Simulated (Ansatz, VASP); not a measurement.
# Sr in VASP and in Ansatz

File INCAR:

```
ALGO = Normal
EDIFF = 1E-6
ENCUT = 520
GGA = PS
ISIF = 2
ISMEAR = 0
LASPH = T
LCHARG = F
LREAL = F
LWAVE = F
NBANDS = 11
NELM = 100
PREC = Accurate
SIGMA = 0.1
```

The input KPOINTS:

```
k-points
0
Gamma
  12 12 12
```

POSCAR

```
Sr
1.0
    0.0000000000      2.8975367528      2.8975367528
    2.8975367528      0.0000000000      2.8975367528
    2.8975367528      2.8975367528      0.0000000000
Sr
1
Direct
    0.0000000000      0.0000000000      0.0000000000
```

Input for Ansatz:

```yaml
crystal:
  lattice:
    - [0.0, 2.8975367528, 2.8975367528]
    - [2.8975367528, 0.0, 2.8975367528]
    - [2.8975367528, 2.8975367528, 0.0]
  atoms:
    - { symbol: Sr, position: [0.0, 0.0, 0.0] }
basis:
  ecutwfc: 420
kpoints:
  mp_grid: { grid: [12, 12, 12] }
hamiltonian:
  xc: pbesol
scf:
  occupations: { method: gaussian, width: 0.1 }
output:
  forces: true
  stress: true
  eigenvalues: true
```

Alike in both runs: task single point; functional PBEsol; k mesh 12 × 12 × 12; occupations gaussian, width 0.1 eV; no spin polarisation.

```csv
,VASP,Ansatz
version,VASP 6.6.1,Ansatz 0.2.0
potentials or method,"VASP PAW PBE potentials, release 64 (Sr_sv), cutoff 520 eV","scalar-relativistic, plane waves, PAW"
valence electrons in the cell,10,10
```

|  | VASP | Ansatz | Ansatz less VASP |
| --- | --- | --- | --- |
| gap on the k mesh at the Fermi level (eV) | 0.02 | 0.02 | -0.001 |
| least direct gap on the mesh (eV) | 0.02 | 0.02 | -0.001 |
| pressure (GPa) | 0.9 | 0.9 | -0.02 |

VASP's potentials were made for PBE, not for PBEsol. With one functional, cell and mesh, what is left measures potentials, basis and numerics.
